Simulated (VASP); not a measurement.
# Cd9Se7 (a cell with a defect) in VASP: single point with PBE

Aim: the single point of Cd9Se7 (a cell with a defect) with PBE.

Everything below comes from runs of VASP 6.6.1. Logs are shortened: lines on timing, memory, paths and dates and some standing lists are left out, and cuts for length are marked.

### 1 The cell of the first run

The cell holds a defect, 16 atoms: a = 8.684 Å, b = 8.684 Å, c = 8.684 Å, α = 60.00°, β = 60.00°, γ = 60.00°.

### 2 Single point, PBE

File INCAR:

```
SYSTEM = Cd9Se7
PREC = Accurate
ENCUT = 400
EDIFF = 1E-6
ISMEAR = 0
SIGMA = 0.02
LREAL = .False.
LASPH = .True.
NELM = 120
ALGO = Normal
ISIF = 2
LWAVE = .False.
LCHARG = .False.
GGA = PE
NBANDS = 89
NELECT = 152.0
GGA_COMPAT = .False.
```

File KPOINTS:

```
Automatic mesh
0
Gamma
  2 2 2
  0 0 0
```

File POSCAR:

```
Cd9Se7
1.0
    0.0000000000      6.1405420000      6.1405420000
    6.1405420000      0.0000000000      6.1405420000
    6.1405420000      6.1405420000      0.0000000000
Cd Se
9 7
Direct
    0.0009473176      0.0009473176      0.0009473176
    0.3750000000      0.3750000000      0.3750000000
    0.0009473176      0.0009473176      0.4971580472
    0.0009473176      0.4971580472      0.0009473176
    0.0009593754      0.4996802082      0.4996802082
    0.4971580472      0.0009473176      0.0009473176
    0.4996802082      0.0009593754      0.4996802082
    0.4996802082      0.4996802082      0.0009593754
    0.4996802082      0.4996802082      0.4996802082
    0.3741532022      0.3741532022      0.8758467978
    0.3741532022      0.8758467978      0.3741532022
    0.3741532022      0.8758467978      0.8758467978
    0.8758467978      0.3741532022      0.3741532022
    0.8758467978      0.3741532022      0.8758467978
    0.8758467978      0.8758467978      0.3741532022
    0.8750000000      0.8750000000      0.8750000000
```

Potentials or basis: VASP PAW PBE potentials, release 64 (Cd, Se).

Started as:

```
cat potpaw_PBE.64/Cd/POTCAR potpaw_PBE.64/Se/POTCAR > POTCAR
mpirun -np 1 vasp_std > vasp.out
```

OUTCAR:

```text
SYSTEM = Cd9Se7
   PREC = Accurate
   ENCUT = 400
   EDIFF = 1E-6
   ISMEAR = 0
   LREAL = .False.
   LASPH = .True.
   NELM = 120
   ISIF = 2
   GGA = PE
   NELECT = 152.0

 ion  position               nearest neighbor table
   1  0.001  0.001  0.001-  12 2.65  14 2.65  15 2.65  16 2.68
   2  0.375  0.375  0.375-   9 2.65   7 2.65   8 2.65   5 2.65
   3  0.001  0.001  0.497-  11 2.65  13 2.65  15 2.65  16 2.68
   4  0.001  0.497  0.001-  10 2.65  13 2.65  14 2.65  16 2.68
   5  0.001  0.500  0.500-   2 2.65  13 2.67  14 2.67  15 2.67
   6  0.497  0.001  0.001-  10 2.65  11 2.65  12 2.65  16 2.68
[... 8 lines left out ...]
  15  0.876  0.876  0.374-   1 2.65   3 2.65   5 2.67   7 2.67
  16  0.875  0.875  0.875-   3 2.68   4 2.68   6 2.68   1 2.68

  LATTYP: Found a face centered cubic cell.
 ALAT       =    12.2810840000

  Lattice vectors:

 A1 = (   0.0000000000,   6.1405420000,   6.1405420000)
 A2 = (   6.1405420000,   0.0000000000,   6.1405420000)
 A3 = (   6.1405420000,   6.1405420000,   0.0000000000)

Analysis of symmetry for initial positions (statically):
=====================================================================
 Subroutine PRICEL returns:
 Original cell was already a primitive cell.

 Routine SETGRP: Setting up the symmetry group for a
 face centered cubic supercell.

 Subroutine GETGRP returns: Found 24 space group operations
 (whereof  6 operations were pure point group operations)
 out of a pool of 48 trial point group operations.

The static configuration has the point symmetry C_3v.
 The point group associated with its full space group is T_d .

Analysis of symmetry for dynamics (positions and initial velocities):
=====================================================================
 Subroutine PRICEL returns:
 Original cell was already a primitive cell.

 Routine SETGRP: Setting up the symmetry group for a
 face centered cubic supercell.

 Subroutine GETGRP returns: Found 24 space group operations
 (whereof  6 operations were pure point group operations)
 out of a pool of 48 trial point group operations.

The dynamic configuration has the point symmetry C_3v.
 The point group associated with its full space group is T_d .

 Subroutine INISYM returns: Found 24 space group operations
 (whereof  6 operations are pure point group operations),
 and found     1 'primitive' translations

----------------------------------------------------------------------------------------

[... 104 lines left out ...]
   ISIF   =      2    stress and relaxation
   ISYM   =      2    0-nonsym 1-usesym 2-fastsym
   POTIM  = 0.5000    time-step for ionic-motion
   TEBEG  =    0.0;   TEEND  =   0.0 temperature during run
   PSTRESS=    0.0 pullay stress
   NELECT =     152.0000    total number of electrons
   NUPDOWN=      -1.0000    fix difference up-down
   EMIN   =  10.00;   EMAX   =-10.00  energy-range for DOS
   EFERMI =   0.00;   METHOD = LEGACY
   ISMEAR =     0;   SIGMA  =   0.02  broadening in eV -4-tet -1-fermi 0-gaus
   EFERMI_NEDOS =   21; number of points for ismear=-14 and -15
   IALGO  =     38    algorithm
   IMIX   =      4    mixing-type and parameters
     AMIX     =   0.40;   BMIX     =  1.00
     AMIX_MAG =   1.60;   BMIX_MAG =  1.00
  volume/ion in A,a.u.               =      28.94       195.31
  Fermi-wavevector in a.u.,A,eV,Ry     =   1.129291  2.134051 17.351495  1.275299
  Thomas-Fermi vector in A             =   2.265984
   LORBIT       =      0    0 simple, 1 ext, 2 COOP (PROOUT), +10 PAW based schemes
   GGA     = PE    functional components
   LHFCALC =     F    Hartree Fock is set to
   AEXX    =    0.0000 exact exchange contribution
   IVDW    =     0    specifies the selected vdW correction
   LEPSILON=     F    determine dielectric tensor
   LRPA    =     F    only Hartree local field effects (RPA)
 non-spin polarized calculation
 Gauss-broadening in eV      SIGMA  =   0.02
  energy-cutoff  :      400.00
  volume of cell :      463.07
 maximum number of plane-waves:      8424
 NGX is ok and might be reduce to    60
   NGX = 29   NGY = 29   NGZ = 29

 number of electron     152.0000014 magnetization

 Free energy of the ion-electron system (eV)
  ---------------------------------------------------
  ext. energy  EPLUGINS =         0.00000000
  ---------------------------------------------------
  free energy    TOTEN  =       -33.14662120 eV

  energy without entropy =      -33.14276464  energy(sigma->0) =      -33.14469292

 E-fermi :   2.7813     XC(G=0):  -8.9642

 val. band max:        2.7751716399   @ k =   0.0000   0.0000   0.0000
 cond. band min:       2.8597721172   @ k =   0.5000   0.0000   0.0000
 fundamental gap:      0.0846004774
 Fermi energy:         2.7812630316

 k-point     1 :       0.0000    0.0000    0.0000
  band No.  band energies     occupation
      1     -11.8865      2.00000
      2     -11.5805      2.00000
      3     -11.5385      2.00000
      4     -11.5385      2.00000
      5     -11.5385      2.00000
      6     -11.4252      2.00000
[... 262 lines left out ...]
     87       5.7668      0.00000
     88       5.7816      0.00000
 [bands above 88 left out]

------------------------ aborting loop because EDIFF is reached ----------------------------------------

  FORCE on cell =-STRESS in cart. coord.  units (eV):
  Direction    XX          YY          ZZ          XY          YZ          ZX
  --------------------------------------------------------------------------------------
  -------------------------------------------------------------------------------------
  Total       23.5700588     23.5700588     23.5700588      0.0000000     -0.0000000      0.0000000
  in kB       81.5494683     81.5494683     81.5494683      0.0000000     -0.0000000      0.0000000
  external PRESSURE =      81.5494683 kB  Pullay stress =       0.0000000 kB

 VOLUME and BASIS-vectors are now :
 -----------------------------------------------------------------------------
  energy-cutoff  :      400.00
  volume of cell :      463.07
      direct lattice vectors                 reciprocal lattice vectors
     0.000000000  6.140542000  6.140542000    -0.081426037  0.081426037  0.081426037
     6.140542000  0.000000000  6.140542000     0.081426037 -0.081426037  0.081426037
     6.140542000  6.140542000  0.000000000     0.081426037  0.081426037 -0.081426037

 POSITION                                       TOTAL-FORCE (eV/Angst)
 -----------------------------------------------------------------------------------
      0.01163      0.01163      0.01163        -0.003099     -0.003099     -0.003099
      4.60541      4.60541      4.60541        -0.000000     -0.000000      0.000000
      3.05864      3.05864      0.01163         0.003099      0.003099     -0.003099
      3.05864      0.01163      3.05864         0.003099     -0.003099      0.003099
      6.13661      3.07420      3.07420         0.008233     -0.008233     -0.008233
      0.01163      3.05864      3.05864        -0.003099      0.003099      0.003099
[... 8 lines left out ...]
      7.67568      7.67568     10.75635        -0.000000     -0.000000     -0.006303
     10.74595     10.74595     10.74595        -0.000000     -0.000000      0.000000
 -----------------------------------------------------------------------------------
    total drift:                               -0.000001     -0.000001     -0.000001

  FREE ENERGIE OF THE ION-ELECTRON SYSTEM (eV)
  ---------------------------------------------------
  free  energy   TOTEN  =       -33.1466211982 eV

  energy  without entropy=      -33.1427646378  energy(sigma->0) =      -33.14469292
```

stdout:

```text
POSCAR found type information on POSCAR CdSe
 POSCAR found :  2 types and      16 ions
 scaLAPACK will be used
 LDA part: xc-table for (Slater+PW92), standard interpolation
 POSCAR, INCAR and KPOINTS ok, starting setup
 FFT: planning ... GRIDC
 FFT: planning ... GRID_SOFT
 FFT: planning ... GRID
 WAVECAR not read
 entering main loop
 the old and the new charge density differ
 old charge density:   150.00000 new  152.00000
    0.171E+01
```

Run time: 2.6 min. Hardware: 1 thread of Intel Xeon 8259CL, shared host; peak memory 0.44 GiB.

What came out:

- Free energy: -33.1466 eV
- Largest force: 0.014 eV/Å

Forces in eV/Å, atoms in the order of the input:
```
Cd  -0.003 -0.003 -0.003
Cd   0.000  0.000  0.000
Cd   0.003  0.003 -0.003
Cd   0.003 -0.003  0.003
Cd   0.008 -0.008 -0.008
Cd  -0.003  0.003  0.003
Cd  -0.008  0.008 -0.008
Cd  -0.008 -0.008  0.008
Cd   0.008  0.008  0.008
Se   0.000  0.000  0.006
Se   0.000  0.006  0.000
Se  -0.006  0.000  0.000
Se   0.006  0.000  0.000
Se   0.000 -0.006  0.000
Se   0.000  0.000 -0.006
Se   0.000  0.000  0.000
```

Levels at points of the mesh, in eV from the Fermi level:
| k point | band 74 | band 75 | band 76 | band 77 | band 78 | band 79 | band 80 | band 81 |
| --- | --- | --- | --- | --- | --- | --- | --- | --- |
| (0.00, 0.00, 0.00) | -2.51 | -1.32 | -0.01 | -0.01 | -0.01 | 0.45 | 0.62 | 0.62 |
| (0.50, 0.00, 0.00) | -2.66 | -1.56 | 0.08 | 0.08 | 0.17 | 0.46 | 1.37 | 1.37 |
| (0.50, 0.50, 0.00) | -2.90 | -1.61 | -0.26 | -0.26 | 1.04 | 1.17 | 1.66 | 1.66 |

Caveat: the k points lie up to 0.44 Å⁻¹ apart; the cell carries a net charge on a neutralising background, which shifts energy and pressure; the cell is charged against a uniform background, so pressure and absolute levels hang on convention.
